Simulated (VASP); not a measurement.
# C8Cl in VASP: relaxation of the atoms with PBE+D3(BJ)

Aim: the relaxation of the atoms of C8Cl with PBE+D3(BJ).

Everything below comes from runs of VASP 6.6.1. Logs are shortened: lines on timing, memory, paths and dates and some standing lists are left out, and cuts for length are marked.

## Step 1: The cell of the first run

The cell holds a slab with vacuum, 9 atoms: a = 4.931 Å, b = 4.931 Å, c = 15.500 Å, α = 90.00°, β = 90.00°, γ = 120.00°.

## Step 2: Relaxation of the atoms, PBE+D3(BJ), collinear spin

Contents of INCAR:

```
  ALGO = Normal
  DIPOL = 0.5 0.5 0.271
  EDIFF = 1E-7
  EDIFFG = -0.025
  ENCUT = 520
  GGA = PE
  GGA_COMPAT = False
  IBRION = 2
  IDIPOL = 3
  ISIF = 2
  ISMEAR = 0
  ISPIN = 2
  IVDW = 12
  KPAR = 4
  LASPH = True
  LCHARG = False
  LDIPOL = True
  LORBIT = 11
  LREAL = False
  LWAVE = False
  MAGMOM = 0 0 0 0 0 0 0 0 1
  NELM = 200
  NELMDL = -8
  NELMIN = 4
  NSW = 36
  PREC = Accurate
  SIGMA = 0.1
```

Contents of KPOINTS:

```
k-points
0
Gamma
  6 6 1
```

Contents of POSCAR:

```
C8Cl
1.0
    4.9313048858      0.0000000001      0.0000000000
   -2.4656524429      4.2706353049      0.0000000000
    0.0000000000      0.0000000000     15.5000331949
C Cl
8 1
Selective dynamics
Direct
    0.3333333333      0.1666666667      0.2580661051  F F F
    0.3333333333      0.6666666667      0.2580661051  F F F
    0.8333333333      0.1666666667      0.2580661051  F F F
    0.8333333333      0.6666666667      0.2580661051  F F F
    0.1666666667      0.3333333333      0.2580639635  F F F
    0.1666666667      0.8333333333      0.2580639635  F F F
    0.6666666667      0.3333333333      0.2580639635  F F F
    0.6666666667      0.8333333333      0.2580639635  F F F
    0.3333333333      0.1666666667      0.3729045688  F F T
```

Potentials or basis: VASP PAW PBE potentials, release 64 (C, Cl).

Launch:

```bash
cat potpaw_PBE.64/C/POTCAR potpaw_PBE.64/Cl/POTCAR > POTCAR
mpirun -np 4 vasp_std > vasp.out
```

OUTCAR:

```text
EDIFF = 1E-7
   EDIFFG = -0.025
   ENCUT = 520
   GGA = PE
   IBRION = 2
   ISIF = 2
   ISMEAR = 0
   ISPIN = 2
   IVDW = 12
   LASPH = True
   LORBIT = 11
   LREAL = False
   NELM = 200
   NELMDL = -8
   NELMIN = 4
   NSW = 36
   PREC = Accurate
 IVDW          = 12

 ion  position               nearest neighbor table
   1  0.333  0.167  0.258-   5 1.42   6 1.42   7 1.42   9 1.78
   2  0.333  0.667  0.258-   6 1.42   5 1.42   8 1.42
   3  0.833  0.167  0.258-   7 1.42   8 1.42   5 1.42
   4  0.833  0.667  0.258-   8 1.42   7 1.42   6 1.42
   5  0.167  0.333  0.258-   1 1.42   2 1.42   3 1.42   9 2.28
   6  0.167  0.833  0.258-   2 1.42   1 1.42   4 1.42   9 2.28
   7  0.667  0.333  0.258-   3 1.42   4 1.42   1 1.42   9 2.28
   8  0.667  0.833  0.258-   4 1.42   3 1.42   2 1.42
   9  0.333  0.167  0.373-   1 1.78   5 2.28   6 2.28   7 2.28

  LATTYP: Found a hexagonal cell.
 ALAT       =     4.9313048858
 C/A-ratio  =     3.1431910121

  Lattice vectors:

 A1 = (   4.9313048858,   0.0000000001,   0.0000000000)
 A2 = (  -2.4656524429,   4.2706353049,   0.0000000000)
 A3 = (   0.0000000000,   0.0000000000,  15.5000331949)

Analysis of symmetry for initial positions (statically):
=====================================================================
 Subroutine PRICEL returns:
 Original cell was already a primitive cell.

 Routine SETGRP: Setting up the symmetry group for a
 hexagonal supercell.

 Subroutine GETGRP returns: Found  6 space group operations
 (whereof  2 operations were pure point group operations)
 out of a pool of 24 trial point group operations.

The static configuration has the point symmetry C_1h.
 The point group associated with its full space group is C_3v.

Analysis of symmetry for dynamics (positions and initial velocities):
=====================================================================
 Subroutine PRICEL returns:
 Original cell was already a primitive cell.

 Routine SETGRP: Setting up the symmetry group for a
 hexagonal supercell.

 Subroutine GETGRP returns: Found  6 space group operations
 (whereof  2 operations were pure point group operations)
 out of a pool of 24 trial point group operations.

The dynamic configuration has the point symmetry C_1h.
 The point group associated with its full space group is C_3v.

Analysis of constrained symmetry for selective dynamics:
=====================================================================
 Subroutine PRICEL returns:
 Original cell was already a primitive cell.

 Routine SETGRP: Setting up the symmetry group for a
 hexagonal supercell.

 Subroutine GETGRP returns: Found  6 space group operations
 (whereof  2 operations were pure point group operations)
 out of a pool of 24 trial point group operations.

The constrained configuration has the point symmetry C_1h.
 The point group associated with its full space group is C_3v.

Analysis of structural, dynamic, and magnetic symmetry:
=====================================================================
 Subroutine PRICEL returns:
 Original cell was already a primitive cell.

 Routine SETGRP: Setting up the symmetry group for a
 hexagonal supercell.

 Subroutine GETGRP returns: Found  6 space group operations
 (whereof  2 operations were pure point group operations)
 out of a pool of 24 trial point group operations.

The overall configuration has the point symmetry C_1h.
 The point group associated with its full space group is C_3v.

 Subroutine INISYM returns: Found  6 space group operations
 (whereof  2 operations are pure point group operations),
 and found     1 'primitive' translations

----------------------------------------------------------------------------------------

                                     Primitive cell

[... 61 lines left out ...]
  0.000000  0.000000  0.000000      1.000000
  0.166667 -0.000000  0.000000      6.000000
  0.333333 -0.000000  0.000000      6.000000
  0.500000 -0.000000  0.000000      3.000000
  0.166667  0.166667  0.000000      6.000000
  0.333333  0.166667  0.000000     12.000000
  0.333333  0.333333  0.000000      2.000000
   k-points           NKPTS =      7   k-points in BZ     NKDIM =      7   number of bands    NBANDS=     25
   number of dos      NEDOS =    301   number of ions     NIONS =      9
   total plane-waves  NPLWV = 192000
   dimension x,y,z NGX =    40 NGY =   40 NGZ =  120
   dimension x,y,z NGXF=    80 NGYF=   80 NGZF=  240
   ions per type =               8   1
   NGX,Y,Z   is equivalent  to a cutoff of  13.48, 13.48, 12.87 a.u.
   NGXF,Y,Z  is equivalent  to a cutoff of  26.97, 26.97, 25.74 a.u.
 SYSTEM =  unknown system
   PREC   = accura    normal or accurate (medium, high low for compatibility)
   ISTART =      0    job   : 0-new  1-cont  2-samecut
   ICHARG =      2    charge: 1-file 2-atom 10-const
   ISPIN  =      2    spin polarized calculation?
   LNONCOLLINEAR =      F non collinear calculations
   LSORBIT =      F    spin-orbit coupling
   LASPH  =      T    aspherical Exc in radial PAW
   ENCUT  =  520.0 eV  38.22 Ry    6.18 a.u.   9.17  9.17 28.82*2*pi/ulx,y,z
   NELM   =    200;   NELMIN=  4; NELMDL= -8     # of ELM steps
   EDIFF  = 0.1E-06   stopping-criterion for ELM
   LREAL  =      F    real-space projection
   EDIFFG = -.3E-01   stopping-criterion for IOM
   NSW    =     36    number of steps for IOM
   IBRION =      2    ionic relax: 0-MD 1-quasi-New 2-CG
   NFREE  =      1    steps in history (QN), initial steepest desc. (CG)
   ISIF   =      2    stress and relaxation
   ISYM   =      2    0-nonsym 1-usesym 2-fastsym
   POTIM  = 0.5000    time-step for ionic-motion
   TEBEG  =    0.0;   TEEND  =   0.0 temperature during run
   PSTRESS=    0.0 pullay stress
   NELECT =      39.0000    total number of electrons
   NUPDOWN=      -1.0000    fix difference up-down
   EMIN   =  10.00;   EMAX   =-10.00  energy-range for DOS
   EFERMI =   0.00;   METHOD = LEGACY
   ISMEAR =     0;   SIGMA  =   0.10  broadening in eV -4-tet -1-fermi 0-gaus
   EFERMI_NEDOS =   21; number of points for ismear=-14 and -15
   IALGO  =     38    algorithm
   IMIX   =      4    mixing-type and parameters
     AMIX     =   0.40;   BMIX     =  1.00
     AMIX_MAG =   1.60;   BMIX_MAG =  1.00
  volume/ion in A,a.u.               =      36.27       244.76
  Fermi-wavevector in a.u.,A,eV,Ry     =   0.806308  1.523700  8.845580  0.650132
  Thomas-Fermi vector in A             =   1.914715
   LORBIT       =     11    0 simple, 1 ext, 2 COOP (PROOUT), +10 PAW based schemes
   GGA     = PE    functional components
   LHFCALC =     F    Hartree Fock is set to
   AEXX    =    0.0000 exact exchange contribution
   IVDW    =    12    specifies the selected vdW correction
   LEPSILON=     F    determine dielectric tensor
   LRPA    =     F    only Hartree local field effects (RPA)
 conjugate gradient relaxation of ions
 spin polarized calculation
 Gauss-broadening in eV      SIGMA  =   0.10
  energy-cutoff  :      520.00
  volume of cell :      326.43
 maximum number of plane-waves:      8828
 NGX is ok and might be reduce to    40
   NGX = 19   NGY = 19   NGZ = 57

 dipolmoment           0.000000      0.000000     -0.006477 electrons x Angstroem

--------------------------------------- Ionic step        1  -------------------------------------------

 number of electron      38.9999995 magnetization       0.9989138

 Free energy of the ion-electron system (eV)
  ---------------------------------------------------
  ext. energy  EPLUGINS =         0.00000000
  ---------------------------------------------------
  free energy    TOTEN  =       -72.42588461 eV

  energy without entropy =      -72.42565873  energy(sigma->0) =      -72.42577167

------------------------ aborting loop because EDIFF is reached ----------------------------------------

 Edisp (eV)   -0.87833

 E8    (eV) :    -0.2801
[... 226 lines left out ...]
--------------------------------------- Ionic step        6  -------------------------------------------

 number of electron      38.9999996 magnetization       0.8888883

 dipolmoment           0.000000      0.000000      0.312400 electrons x Angstroem

 Free energy of the ion-electron system (eV)
  ---------------------------------------------------
  ext. energy  EPLUGINS =         0.00000000
  ---------------------------------------------------
  free energy    TOTEN  =       -74.54522651 eV

  energy without entropy =      -74.53828373  energy(sigma->0) =      -74.54175512

 E-fermi :  -3.5308     XC(G=0):  -3.6129

 val. band max:       -3.7483893329   @ k =   0.3333   0.3333   0.0000
 cond. band min:      -3.4729537658   @ k =   0.0000   0.0000   0.0000
 fundamental gap:      0.2754355672
 Fermi energy:        -3.5308187513

 spin component 1

 k-point     1 :       0.0000    0.0000    0.0000
  band No.  band energies     occupation
      1     -22.3765      1.00000
      2     -17.2809      1.00000
      3     -17.1077      1.00000
      4     -17.1077      1.00000
      5     -16.6346      1.00000
      6     -16.0883      1.00000
[... 185 lines left out ...]
     24       3.4328      0.00000
     25       3.5402      0.00000
 Fermi energy:        -3.5308187513

 spin component 2

 k-point     1 :       0.0000    0.0000    0.0000
  band No.  band energies     occupation
      1     -22.3408      1.00000
      2     -17.1737      1.00000
      3     -17.0822      1.00000
      4     -17.0822      1.00000
      5     -16.1089      1.00000
      6     -16.0674      1.00000
[... 185 lines left out ...]
     24       3.5306      0.00000
     25       3.6126      0.00000

------------------------ aborting loop because EDIFF is reached ----------------------------------------

 vacuum level on the upper side and lower side of the slab       (xc-potential included)         1.192        -1.366

 Edisp (eV)   -0.90182

 E8    (eV) :    -0.2829

  FORCE on cell =-STRESS in cart. coord.  units (eV):
  Direction    XX          YY          ZZ          XY          YZ          ZX
  --------------------------------------------------------------------------------------
  -------------------------------------------------------------------------------------
  Total       0.18399     0.18399    -0.02403     0.00000    -0.00000     0.00000
  in kB       0.90308     0.90308    -0.11796     0.00000    -0.00000     0.00000
  external pressure =        0.56 kB  Pullay stress =        0.00 kB
[... 24 lines left out ...]
  FREE ENERGIE OF THE ION-ELECTRON SYSTEM (eV)
  ---------------------------------------------------
  free  energy   TOTEN  =       -75.4470457960 eV

  energy  without entropy=      -75.4401030173  energy(sigma->0) =      -75.44357441

 reached required accuracy - stopping structural energy minimisation

 vacuum level on the upper side and lower side of the slab         3.958         1.315

 total charge

# of ion       s       p       d       tot
------------------------------------------
    1        0.868   1.770   0.000   2.638
    2        0.863   1.784   0.000   2.647
    3        0.863   1.784   0.000   2.647
    4        0.863   1.784   0.000   2.647
    5        0.865   1.778   0.000   2.643
    6        0.865   1.778   0.000   2.643
    7        0.865   1.778   0.000   2.643
    8        0.865   1.777   0.000   2.642
    9        1.617   3.362   0.000   4.979
--------------------------------------------------
tot          8.533  17.595   0.000  26.129

 magnetization (x)

# of ion       s       p       d       tot
------------------------------------------
    1        0.003   0.029   0.000   0.032
    2       -0.001  -0.008   0.000  -0.009
    3       -0.001  -0.008   0.000  -0.009
    4       -0.001  -0.008   0.000  -0.009
    5        0.002   0.025   0.000   0.027
    6        0.002   0.025   0.000   0.027
    7        0.002   0.025   0.000   0.027
    8        0.002   0.025   0.000   0.027
    9        0.011   0.500   0.000   0.511
--------------------------------------------------
tot          0.017   0.606   0.000   0.623
```

Run time: 10 min. Hardware: 4 MPI ranks of AMD EPYC 7R43 (Zen 3), shared host; peak memory 0.66 GiB.

What came out:

* Free energy: -75.4470 eV
* Energy gained by relaxing: 238.1 meV/atom
* Ionic steps: 6
* Net moment: 0.89 μB per cell
* Site moments: C +0.03, -0.01 (each value once); Cl +0.51 μB
* Valence electrons inside the program's atomic spheres: C 2.64, 2.65 (each value once); Cl 4.98
* Dispersion energy per atom: -0.100 eV

The path:
| step | energy change (eV) | largest force on free atoms (eV/Å) | pressure (GPa) |
| --- | --- | --- | --- |
| 1 | 0.0000 | 7.0399 | 3.78 |
| 2 | -1.5624 | 2.7269 | 1.61 |
| 3 | -1.9637 | 1.1680 | 0.75 |
| 4 | -2.1407 | 0.0719 | 0.00 |
| 5 | -2.1422 | 0.0422 | 0.02 |
| 6 | -2.1428 | 0.0054 | 0.06 |

Final structure:
```xyz
9
Lattice="4.9313 0.0000 0.0000 -2.4657 4.2706 0.0000 0.0000 0.0000 15.5000" Properties=species:S:1:pos:R:3 pbc="T T T"
C     1.2328    0.7118    4.0000
C     0.0000    2.8471    4.0000
C     3.6985    0.7118    4.0000
C     2.4657    2.8471    4.0000
C     0.0000    1.4235    4.0000
C    -1.2328    3.5589    4.0000
C     2.4657    1.4235    4.0000
C     1.2328    3.5589    4.0000
Cl    1.2328    0.7118    6.7048
```

Caveat: a moment this small can come from the mesh or the smearing.
